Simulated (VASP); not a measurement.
# TiO2 (P4_2/mnm) in VASP: a series of runs, part 2 of 2

VASP 6.6.1.

### Step 3. Single point, PBE+U (strain +0.000 along x and y, -0.080 along z)

File INCAR:

```
SYSTEM = TiO2
PREC = Accurate
ENCUT = 520
EDIFF = 1E-7
ISMEAR = 0
SIGMA = 0.05
LREAL = .False.
LASPH = .True.
NELM = 150
ALGO = Normal
ISIF = 2
LWAVE = .False.
LCHARG = .False.
LMAXMIX = 4
LDAU = .True.
LDAUTYPE = 2
LDAUL = 2 -1
LDAUU = 4 0
LDAUJ = 0 0
LDAUPRINT = 1
GGA = PE
NBANDS = 33
```

File KPOINTS:

```
regular mesh
0
Gamma
  6 6 10
  0 0 0
```

File POSCAR:

```
TiO2
1.0
    4.6403824120      0.0000000000      0.0000000000
    0.0000000000      4.6403824120      0.0000000000
    0.0000000000      0.0000000000      2.7658729780
Ti O
2 4
Direct
    0.0000000000      0.0000000000      0.0000000000
    0.5000000000      0.5000000000      0.5000000000
    0.3056475955      0.3056475955      0.0000000000
    0.1943524045      0.8056475955      0.5000000000
    0.6943524045      0.6943524045      0.0000000000
    0.8056475955      0.1943524045      0.5000000000
```

Potentials or basis: VASP PAW PBE potentials, release 64 (Ti_sv, O).

Started as:

```
$ cat potpaw_PBE.64/Ti_sv/POTCAR potpaw_PBE.64/O/POTCAR > POTCAR
$ mpirun -np 1 vasp_std > vasp.out
```

OUTCAR:

```text
SYSTEM = TiO2
   PREC = Accurate
   ENCUT = 520
   EDIFF = 1E-7
   ISMEAR = 0
   LREAL = .False.
   LASPH = .True.
   NELM = 150
   ISIF = 2
   GGA = PE

 ion  position               nearest neighbor table
   1  0.000  0.000  0.000-   4 1.88   6 1.88   4 1.88   6 1.88   5 2.01   3 2.01
   2  0.500  0.500  0.500-   3 1.88   5 1.88   3 1.88   5 1.88   4 2.01   6 2.01
   3  0.306  0.306  0.000-   2 1.88   2 1.88   1 2.01
   4  0.194  0.806  0.500-   1 1.88   1 1.88   2 2.01
   5  0.694  0.694  0.000-   2 1.88   2 1.88   1 2.01
   6  0.806  0.194  0.500-   1 1.88   1 1.88   2 2.01

  LATTYP: Found a simple tetragonal cell.
 ALAT       =     4.6403824120
 C/A-ratio  =     0.5960441904

  Lattice vectors:

 A1 = (   4.6403824120,   0.0000000000,   0.0000000000)
 A2 = (   0.0000000000,   4.6403824120,   0.0000000000)
 A3 = (   0.0000000000,   0.0000000000,   2.7658729780)

Analysis of symmetry for initial positions (statically):
=====================================================================
 Subroutine PRICEL returns:
 Original cell was already a primitive cell.

 Routine SETGRP: Setting up the symmetry group for a
 simple tetragonal supercell.

 Subroutine GETGRP returns: Found 16 space group operations
 (whereof  8 operations were pure point group operations)
 out of a pool of 16 trial point group operations.

The static configuration has the point symmetry D_2h.
 The point group associated with its full space group is D_4h.

[... 222 lines left out ...]
  o =  0.1044  v = -0.5386  0.0000  0.8425  0.0000 -0.0000  0.0000  0.0000  0.0000  0.0000  0.0000      0.0000  0.0000  0.0000  0.0000  0.0000  0.0000  0.0000  0.0000  0.0000  0.0000
  o =  0.1080  v =  0.0000  0.7071  0.0000 -0.7071  0.0000  0.0000  0.0000  0.0000  0.0000  0.0000      0.0000  0.0000  0.0000  0.0000  0.0000  0.0000  0.0000  0.0000  0.0000  0.0000
  o =  0.1080  v =  0.0000  0.0000  0.0000  0.0000  0.0000  0.0000  0.7071  0.0000 -0.7071  0.0000      0.0000  0.0000  0.0000  0.0000  0.0000  0.0000  0.0000  0.0000  0.0000  0.0000
  o =  0.2381  v = -0.8425 -0.0000 -0.5386  0.0000  0.0000  0.0000  0.0000  0.0000  0.0000  0.0000      0.0000  0.0000  0.0000  0.0000  0.0000  0.0000  0.0000  0.0000  0.0000  0.0000
  o =  0.2381  v =  0.0000  0.0000  0.0000  0.0000  0.0000 -0.8425 -0.0000 -0.5386  0.0000  0.0000      0.0000  0.0000  0.0000  0.0000  0.0000  0.0000  0.0000  0.0000  0.0000  0.0000
  o =  0.3076  v =  0.0000  0.0000  0.0000  0.0000  0.0000  0.0000  0.7071  0.0000  0.7071  0.0000      0.0000  0.0000  0.0000  0.0000  0.0000  0.0000  0.0000  0.0000  0.0000  0.0000
  o =  0.3076  v =  0.0000  0.7071  0.0000  0.7071  0.0000  0.0000  0.0000  0.0000  0.0000  0.0000      0.0000  0.0000  0.0000  0.0000  0.0000  0.0000  0.0000  0.0000  0.0000  0.0000

 number of electron      48.0000024 magnetization

 Free energy of the ion-electron system (eV)
  ---------------------------------------------------
  ext. energy  EPLUGINS =         0.00000000
  ---------------------------------------------------
  free energy    TOTEN  =       -47.50905978 eV

  energy without entropy =      -47.50905978  energy(sigma->0) =      -47.50905978

 E-fermi :   5.5544     XC(G=0): -11.6410

 val. band max:        5.3114505997   @ k =   0.0000   0.0000   0.0000
 cond. band min:       7.9159378788   @ k =   0.5000   0.5000   0.0000
 fundamental gap:      2.6044872791
 Fermi energy:         5.5544213153

 k-point     1 :       0.0000    0.0000    0.0000
  band No.  band energies     occupation
      1     -52.0653      2.00000
      2     -52.0475      2.00000
      3     -28.3787      2.00000
      4     -28.3787      2.00000
      5     -28.1900      2.00000
      6     -28.1900      2.00000
[... 853 lines left out ...]
     32      11.2387      0.00000
     33      12.5893      0.00000

 [... further k-points ...]

------------------------ aborting loop because EDIFF is reached ----------------------------------------

  FORCE on cell =-STRESS in cart. coord.  units (eV):
  Direction    XX          YY          ZZ          XY          YZ          ZX
  --------------------------------------------------------------------------------------
  -------------------------------------------------------------------------------------
  Total        7.7272939      7.7272939     21.5312874     -0.0000000      0.0000000      0.0000000
  in kB      207.8730740    207.8730740    579.2163392     -0.0000000      0.0000000      0.0000000
  external PRESSURE =     331.6541624 kB  Pullay stress =       0.0000000 kB

 VOLUME and BASIS-vectors are now :
 -----------------------------------------------------------------------------
  energy-cutoff  :      520.00
  volume of cell :       59.56
      direct lattice vectors                 reciprocal lattice vectors
     4.640382412  0.000000000  0.000000000     0.215499481  0.000000000  0.000000000
     0.000000000  4.640382412  0.000000000     0.000000000  0.215499481  0.000000000
     0.000000000  0.000000000  2.765872978     0.000000000  0.000000000  0.361549503

 POSITION                                       TOTAL-FORCE (eV/Angst)
 -----------------------------------------------------------------------------------
      0.00000      0.00000      0.00000         0.000000     -0.000000     -0.000000
      2.32019      2.32019      1.38294         0.000000     -0.000000     -0.000000
      1.41832      1.41832      0.00000        -0.796637     -0.796637      0.000000
      0.90187      3.73851      1.38294         0.796637     -0.796637     -0.000000
      3.22206      3.22206      0.00000         0.796637      0.796637     -0.000000
      3.73851      0.90187      1.38294        -0.796637      0.796637     -0.000000
 -----------------------------------------------------------------------------------
    total drift:                                0.000000      0.000000      0.000000

  FREE ENERGIE OF THE ION-ELECTRON SYSTEM (eV)
  ---------------------------------------------------
  free  energy   TOTEN  =       -47.5090597810 eV

  energy  without entropy=      -47.5090597810  energy(sigma->0) =      -47.50905978
```

OSZICAR:

```text
N       E                     dE             d eps       ncg     rms          rms(c)
DAV:   1     0.673752633591E+03    0.67375E+03   -0.24183E+04  3968   0.174E+03
DAV:   2     0.324725165417E+02   -0.64128E+03   -0.59312E+03  4306   0.521E+02
DAV:   3    -0.607496785733E+02   -0.93222E+02   -0.91607E+02  5407   0.193E+02
DAV:   4    -0.656577785953E+02   -0.49081E+01   -0.48959E+01  5690   0.417E+01
DAV:   5    -0.658231520833E+02   -0.16537E+00   -0.16534E+00  5229   0.636E+00    0.348E+01
DAV:   6    -0.468150821609E+02    0.19008E+02   -0.73569E+01  5254   0.931E+01    0.914E+00
DAV:   7    -0.474999728345E+02   -0.68489E+00   -0.11361E+01  5023   0.241E+01    0.912E+00
DAV:   8    -0.474510417965E+02    0.48931E-01   -0.55107E-01  5619   0.629E+00    0.535E+00
DAV:   9    -0.475097023664E+02   -0.58661E-01   -0.42798E-01  4712   0.500E+00    0.929E-01
DAV:  10    -0.475126281341E+02   -0.29258E-02   -0.67241E-02  5812   0.160E+00    0.717E-01
DAV:  11    -0.475093697961E+02    0.32583E-02   -0.91202E-03  4545   0.136E+00    0.168E-01
DAV:  12    -0.475092087626E+02    0.16103E-03   -0.23619E-03  5381   0.322E-01    0.110E-01
DAV:  13    -0.475090596665E+02    0.14910E-03   -0.62252E-04  5057   0.188E-01    0.288E-02
DAV:  14    -0.475090664961E+02   -0.68296E-05   -0.85096E-05  4897   0.114E-01    0.329E-02
DAV:  15    -0.475090594685E+02    0.70276E-05   -0.18231E-05  4691   0.589E-02    0.381E-03
DAV:  16    -0.475090597194E+02   -0.25085E-06   -0.14331E-06  4803   0.863E-03    0.428E-03
DAV:  17    -0.475090597810E+02   -0.61643E-07   -0.22759E-07  3263   0.377E-03
   1 F= -.47509060E+02 E0= -.47509060E+02  d E =-.544440E-14
```

It took 3.3 min on 1 thread of Intel Xeon 8259CL, shared host; peak memory 0.23 GiB.

What came out:

| Quantity | Value |
| --- | --- |
| Free energy | -47.5091 eV |
| Pressure | 33.2 GPa |
| Largest force | 1.127 eV/Å |
| Band gap on the k mesh | 2.60 eV (least direct gap 2.64 eV) |

Forces on the atoms (eV/Å):
```
Ti   0.000  0.000  0.000
Ti   0.000  0.000  0.000
O   -0.797 -0.797  0.000
O    0.797 -0.797  0.000
O    0.797  0.797  0.000
O   -0.797  0.797  0.000
```

Eigenvalues of the final occupation matrices:
```csv
site,spin,trace,eigenvalues
site 1 d,1,0.86,0.10 0.10 0.11 0.24 0.31
site 1 d,2,0.86,0.10 0.10 0.11 0.24 0.31
site 2 d,1,0.86,0.10 0.10 0.11 0.24 0.31
site 2 d,2,0.86,0.10 0.10 0.11 0.24 0.31
```

Caveat: the cell differs from its parent crystal (strain +0.000 along x and y, -0.080 along z); the cell stands under pressure; forces of over 1 eV/Å act on the atoms, so gaps and moduli don't describe the material at rest. A k mesh can miss the band edges.
